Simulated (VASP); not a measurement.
# Ge4I (R-3m) in VASP: further runs

Runs on Ge4I. Level: PBE. Tasks: single point.

All numbers are computed with VASP 6.6.1; they aren't measurements. Logs are shortened: lines on timing, memory, paths and dates and some standing lists are left out, and cuts for length are marked.

## 1. The cell of the first run

Symmetry: R-3m, No. 166, trigonal system. Conventional cell: a = 5.651 Å, b = 5.651 Å, c = 17.119 Å, α = 90.00°, β = 90.00°, γ = 120.00°. Ge (site symmetry 2/m) has 6 Ge at 2.83 Å and 2 I at 3.29 Å within 3.7 Å. Ge (site symmetry -3m) has 6 Ge at 2.83 Å within 3.7 Å. Within 4.4 Å of I (site symmetry -3m) lie 12 Ge at 3.29 to 4.33 Å.

## 2. Single point, PBE

Contents of INCAR:

```
SYSTEM = Ge4I
PREC     = Accurate       ! precision mode
ENCUT    = 520            ! plane-wave cutoff, eV
EDIFF    = 1E-6           ! SCF threshold, eV
ISMEAR   = 0              ! smearing method
SIGMA    = 0.1            ! smearing width, eV
LREAL    = .False.        ! projectors in reciprocal space
LASPH    = .True.         ! aspherical terms in the spheres
NELM     = 100            ! most SCF steps
ALGO     = Normal         ! electronic algorithm
ISIF     = 2              ! what is computed and relaxed
LWAVE    = .False.        ! write WAVECAR
LCHARG   = .True.         ! write CHGCAR
GGA      = PE             ! functional
LELF     = .True.         ! ELF
LVHAR    = .True.       
NBANDS   = 40             ! bands
```

Contents of KPOINTS:

```
Automatic mesh
0
Gamma
  9 9 9
  0 0 0
```

Contents of POSCAR:

```
Ge4I
1.0
    2.8256091170      1.6313661843      5.7064740981
   -2.8256091170      1.6313661843      5.7064740981
    0.0000000000     -3.2627323687      5.7064740981
Ge I
4 1
Direct
    0.0000000000      0.0000000000      0.5000000000
    0.5000000000      0.0000000000      0.0000000000
    0.0000000000      0.5000000000      0.0000000000
    0.5000000000      0.5000000000      0.5000000000
    0.0000000000      0.0000000000      0.0000000000
```

Potentials or basis: VASP PAW PBE potentials, release 64 (Ge_d, I).

Command:

```
$ cat potpaw_PBE.64/Ge_d/POTCAR potpaw_PBE.64/I/POTCAR > POTCAR
$ mpirun -np 1 vasp_std > vasp.out
```

OUTCAR:

```text
SYSTEM = Ge4I
   PREC = Accurate
   ENCUT = 520
   EDIFF = 1E-6
   ISMEAR = 0
   LREAL = .False.
   LASPH = .True.
   NELM = 100
   ISIF = 2
   GGA = PE

 ion  position               nearest neighbor table
   1  0.000  0.000  0.500-   4 2.83   4 2.83   3 2.83   2 2.83   2 2.83   3 2.83
   2  0.500  0.000  0.000-   3 2.83   3 2.83   1 2.83   4 2.83   1 2.83   4 2.83
   3  0.000  0.500  0.000-   2 2.83   2 2.83   1 2.83   1 2.83   4 2.83   4 2.83
   4  0.500  0.500  0.500-   1 2.83   1 2.83   2 2.83   2 2.83   3 2.83   3 2.83
   5  0.000  0.000  0.000-

  LATTYP: Found a trigonal (rhomboedric) cell.
 ALAT       =     6.5733757797
 COS(alpha) =     0.6304465666

  Lattice vectors:

 A1 = (   2.8256091170,   1.6313661843,   5.7064740981)
 A2 = (  -2.8256091170,   1.6313661843,   5.7064740981)
 A3 = (   0.0000000000,  -3.2627323687,   5.7064740981)

Analysis of symmetry for initial positions (statically):
=====================================================================
 Subroutine PRICEL returns:
 Original cell was already a primitive cell.

 Routine SETGRP: Setting up the symmetry group for a
 trigonal (rhombohedral) supercell.

 Subroutine GETGRP returns: Found 12 space group operations
 (whereof 12 operations were pure point group operations)
 out of a pool of 12 trial point group operations.

The static configuration has the point symmetry D_3d.

Analysis of symmetry for dynamics (positions and initial velocities):
=====================================================================
 Subroutine PRICEL returns:
 Original cell was already a primitive cell.

 Routine SETGRP: Setting up the symmetry group for a
 trigonal (rhombohedral) supercell.

 Subroutine GETGRP returns: Found 12 space group operations
 (whereof 12 operations were pure point group operations)
 out of a pool of 12 trial point group operations.

The dynamic configuration has the point symmetry D_3d.

 Subroutine INISYM returns: Found 12 space group operations
 (whereof 12 operations are pure point group operations),
 and found     1 'primitive' translations

----------------------------------------------------------------------------------------

                                     Primitive cell

  volume of cell :     157.8275

  direct lattice vectors                    reciprocal lattice vectors
     2.825609117  1.631366184  5.706474098     0.176952996  0.102163860  0.058413186
    -2.825609117  1.631366184  5.706474098    -0.176952996  0.102163860  0.058413186
[... 93 lines left out ...]
   EDIFFG = 0.1E-04   stopping-criterion for IOM
   NSW    =      0    number of steps for IOM
   IBRION =     -1    ionic relax: 0-MD 1-quasi-New 2-CG
   NFREE  =      0    steps in history (QN), initial steepest desc. (CG)
   ISIF   =      2    stress and relaxation
   ISYM   =      2    0-nonsym 1-usesym 2-fastsym
   POTIM  = 0.5000    time-step for ionic-motion
   TEBEG  =    0.0;   TEEND  =   0.0 temperature during run
   PSTRESS=    0.0 pullay stress
   NELECT =      63.0000    total number of electrons
   NUPDOWN=      -1.0000    fix difference up-down
   EMIN   =  10.00;   EMAX   =-10.00  energy-range for DOS
   EFERMI =   0.00;   METHOD = LEGACY
   ISMEAR =     0;   SIGMA  =   0.10  broadening in eV -4-tet -1-fermi 0-gaus
   EFERMI_NEDOS =   21; number of points for ismear=-14 and -15
   IALGO  =     38    algorithm
   IMIX   =      4    mixing-type and parameters
     AMIX     =   0.40;   BMIX     =  1.00
     AMIX_MAG =   1.60;   BMIX_MAG =  1.00
  volume/ion in A,a.u.               =      31.57       213.01
  Fermi-wavevector in a.u.,A,eV,Ry     =   1.205390  2.277856 19.768779  1.452964
  Thomas-Fermi vector in A             =   2.341087
   LORBIT       =      0    0 simple, 1 ext, 2 COOP (PROOUT), +10 PAW based schemes
   GGA     = PE    functional components
   LHFCALC =     F    Hartree Fock is set to
   AEXX    =    0.0000 exact exchange contribution
   IVDW    =     0    specifies the selected vdW correction
   LEPSILON=     F    determine dielectric tensor
   LRPA    =     F    only Hartree local field effects (RPA)
 non-spin polarized calculation
 Gauss-broadening in eV      SIGMA  =   0.10
  energy-cutoff  :      520.00
  volume of cell :      157.83
 maximum number of plane-waves:      4272
 NGX is ok and might be reduce to    50
   NGX = 25   NGY = 25   NGZ = 25

 number of electron      63.0000032 magnetization

 Free energy of the ion-electron system (eV)
  ---------------------------------------------------
  ext. energy  EPLUGINS =         0.00000000
  ---------------------------------------------------
  free energy    TOTEN  =       -17.49975408 eV

  energy without entropy =      -17.48492709  energy(sigma->0) =      -17.49234058

 E-fermi :   3.1924     XC(G=0):  -8.5104

 val. band max:        3.1811054389   @ k =  -0.3333   0.4444   0.1111
 cond. band min:       3.2039859123   @ k =  -0.2222   0.2222   0.0000
 fundamental gap:      0.0228804733
 Fermi energy:         3.1923943320

 k-point     1 :       0.0000    0.0000    0.0000
  band No.  band energies     occupation
      1     -21.7184      2.00000
      2     -21.6952      2.00000
      3     -21.6952      2.00000
      4     -21.6826      2.00000
      5     -21.6582      2.00000
      6     -21.6519      2.00000
[... 1021 lines left out ...]
     39       8.2984      0.00000
     40       9.6130      0.00000

 [... further k-points ...]

------------------------ aborting loop because EDIFF is reached ----------------------------------------

  FORCE on cell =-STRESS in cart. coord.  units (eV):
  Direction    XX          YY          ZZ          XY          YZ          ZX
  --------------------------------------------------------------------------------------
  -------------------------------------------------------------------------------------
  Total       -0.0045433     -0.0045433     -0.0544378      0.0000000      0.0000000      0.0000000
  in kB       -0.0461211     -0.0461211     -0.5526220      0.0000000      0.0000000      0.0000000
  external PRESSURE =      -0.2149548 kB  Pullay stress =       0.0000000 kB

 VOLUME and BASIS-vectors are now :
 -----------------------------------------------------------------------------
  energy-cutoff  :      520.00
  volume of cell :      157.83
      direct lattice vectors                 reciprocal lattice vectors
     2.825609117  1.631366184  5.706474098     0.176952996  0.102163860  0.058413186
    -2.825609117  1.631366184  5.706474098    -0.176952996  0.102163860  0.058413186
     0.000000000 -3.262732369  5.706474098     0.000000000 -0.204327720  0.058413186

 POSITION                                       TOTAL-FORCE (eV/Angst)
 -----------------------------------------------------------------------------------
      0.00000     -1.63137      2.85324        -0.000000     -0.000000     -0.000000
      1.41280      0.81568      2.85324         0.000000      0.000000     -0.000000
     -1.41280      0.81568      2.85324        -0.000000     -0.000000     -0.000000
      0.00000     -0.00000      8.55971         0.000000      0.000000      0.000000
      0.00000      0.00000      0.00000         0.000000      0.000000     -0.000000
 -----------------------------------------------------------------------------------
    total drift:                               -0.000000      0.000000     -0.000000

  FREE ENERGIE OF THE ION-ELECTRON SYSTEM (eV)
  ---------------------------------------------------
  free  energy   TOTEN  =       -17.4997540758 eV

  energy  without entropy=      -17.4849270863  energy(sigma->0) =      -17.49234058
```

Run time: 22 min. Hardware: 1 thread of Intel Xeon Platinum 8259CL at 2.50GHz (Skylake/Cascade Lake), shared host; peak memory 0.62 GiB.

Results:

```yaml
Free_energy: -17.4998 eV
Pressure: 0.0 GPa
Band_gap_on_the_k_mesh: zero (an odd number of electrons rules out a gap without spin polarisation)
```

Caveat: spin-orbit coupling is left out, which moves the levels of the heavy elements; an odd number of electrons without spin polarisation forces a metal; a magnetic or distorted state may lie lower.

## 3. Single point, PBE

Contents of INCAR:

```
SYSTEM = Ge4I
  PREC = Accurate
  ENCUT = 520
  EDIFF = 1E-6
  ISMEAR = 0
  SIGMA = 0.1
  LREAL = .FALSE.
  LASPH = .TRUE.
  NELM = 100
  ALGO = Normal
  ISIF = 2
  LWAVE = .FALSE.
  LCHARG = .FALSE.
  GGA = PE
  NBANDS = 40
```

Contents of KPOINTS:

```
Automatic mesh
0
G
  9 9 9
  0 0 0
```

POSCAR is that of step 2.

Potentials or basis: VASP PAW PBE potentials, release 64 (Ge_d, I).

Command:

```
$ cat potpaw_PBE.64/Ge_d/POTCAR potpaw_PBE.64/I/POTCAR > POTCAR
$ mpirun -np 1 vasp_std > vasp.out
```

Run time: 21 min. Hardware: 1 thread of Intel Xeon Platinum 8259CL at 2.50GHz (Skylake/Cascade Lake), shared host; peak memory 0.61 GiB.

It converged, with:

| Property | Result |
| --- | --- |
| Free energy | -17.4998 eV |
| Pressure | 0.0 GPa |
| Band gap on the k mesh | zero (an odd number of electrons rules out a gap without spin polarisation) |

Levels at points of the mesh, in eV from the Fermi level:
| k point | band 29 | band 30 | band 31 | band 32 | band 33 | band 34 | band 35 | band 36 |
| --- | --- | --- | --- | --- | --- | --- | --- | --- |
| (0.00, 0.00, 0.00) | -3.68 | -2.72 | -2.72 | 0.37 | 2.82 | 2.82 | 2.86 | 2.94 |

Caveat: spin-orbit coupling is left out, which moves the levels of the heavy elements; an odd number of electrons without spin polarisation forces a metal; a magnetic or distorted state may lie lower.

## 4. Single point, PBE

This run uses another cell than the first one, of 31.24 Å³/atom.

Contents of INCAR:

```
SYSTEM = Ge4I
PREC = Accurate ; ENCUT = 520
EDIFF = 1E-6 ; ISMEAR = 0
SIGMA = 0.1 ; LREAL = .False.
LASPH = .True. ; NELM = 100
ALGO = Normal ; ISIF = 2
LWAVE = .False. ; LCHARG = .False.
GGA = PE ; NBANDS = 40
```

Contents of KPOINTS:

```
Automatic mesh
0
Gamma
  6 6 6
  0 0 0
```

Edit POSCAR of step 3 so:

```diff
@@ -2,5 +2,5 @@
 1.0
-    2.8256091170      1.6313661843      5.7064740981
-   -2.8256091170      1.6313661843      5.7064740981
-    0.0000000000     -3.2627323687      5.7064740981
+    2.8122792958      1.6236702104      5.7014785423
+   -2.8122792958      1.6236702104      5.7014785423
+    0.0000000000     -3.2473404150      5.7014785440
 Ge I
```

Command:

```
$ cat potpaw_PBE.64/Ge_d/POTCAR potpaw_PBE.64/I/POTCAR > POTCAR
$ mpirun -np 1 vasp_std > vasp.out
```

Wall time 9.8 min (1 thread of Intel Xeon Platinum 8259CL at 2.50GHz (Skylake/Cascade Lake), shared host); peak memory 0.42 GiB.

The run converged. Its results:

```
Free energy            : -17.4028 eV
Pressure               : 0.0 GPa
Band gap on the k mesh : zero (an odd number of electrons rules out a gap without spin polarisation)
```

Stress tensor (GPa, compression positive):
```
-0.05  0.00  0.00
 0.00 -0.05  0.00
 0.00  0.00  0.06
```

Levels at points of the mesh, in eV from the Fermi level:
```
           k point  band 28  band 29  band 30  band 31  band 32  band 33  band 34  band 35  band 36  band 37
(0.00, 0.00, 0.00)    -4.40    -3.71    -2.72    -2.72     0.38     2.86     2.86     2.89     2.94     4.45
(0.50, 0.00, 0.00)    -2.56    -1.15    -1.02    -0.98     0.54     0.64     1.22     1.87     2.64     2.74
(0.50, 0.50, 0.00)    -2.28    -1.13    -0.97    -0.92     0.09     0.50     0.88     1.07     2.60     2.69
(0.50, 0.50, 0.50)    -4.29    -2.48    -2.37    -2.19    -2.19     1.27     1.27     2.02     5.44     5.77
```

Caveat: spin-orbit coupling is left out, which moves the levels of the heavy elements; an odd number of electrons without spin polarisation forces a metal; a magnetic or distorted state may lie lower.

The gap in the log of VASP goes by the Fermi energy; the results here count the filled bands.